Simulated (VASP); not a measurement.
A run of VASP 6.6.1 is set up as follows.

File INCAR:

```
SYSTEM = Ni
PREC     = Accurate       ! precision mode
ENCUT    = 600            ! plane-wave cutoff, eV
EDIFF    = 1E-6           ! SCF threshold, eV
ISMEAR   = 1              ! smearing method
SIGMA    = 0.1            ! smearing width, eV
LREAL    = .False.        ! projectors in reciprocal space
LASPH    = .True.         ! aspherical terms in the spheres
NELM     = 120            ! most SCF steps
ALGO     = Normal         ! electronic algorithm
ISIF     = 2              ! what is computed and relaxed
LWAVE    = .False.        ! write WAVECAR
LCHARG   = .False.        ! write CHGCAR
GGA      = PE             ! functional
NBANDS   = 11             ! bands
GGA_COMPAT= .False.
```

The input KPOINTS:

```
Automatic mesh
0
Gamma
  19 19 19
  0 0 0
```

File POSCAR:

```
Ni
1.0
    0.0000000000      1.7557348615      1.7557348615
    1.7557348615      0.0000000000      1.7557348615
    1.7557348615      1.7557348615      0.0000000000
Ni
1
Direct
    0.0000000000      0.0000000000      0.0000000000
```

Potentials or basis: VASP PAW PBE potentials, release 64 (Ni).

Launch:

```sh
$ cat potpaw_PBE.64/Ni/POTCAR > POTCAR
$ mpirun -np 1 vasp_std > vasp.out
```

(1) Predict the pressure.

(2) Estimate the band gap on the k mesh.

## Answers

(1) -0.1 GPa.

(2) zero (band 5 reaches 9.41 eV, above the bottom of band 6 at 8.46 eV).

Caveat: the run has no spin polarisation, though such a crystal can be magnetic.
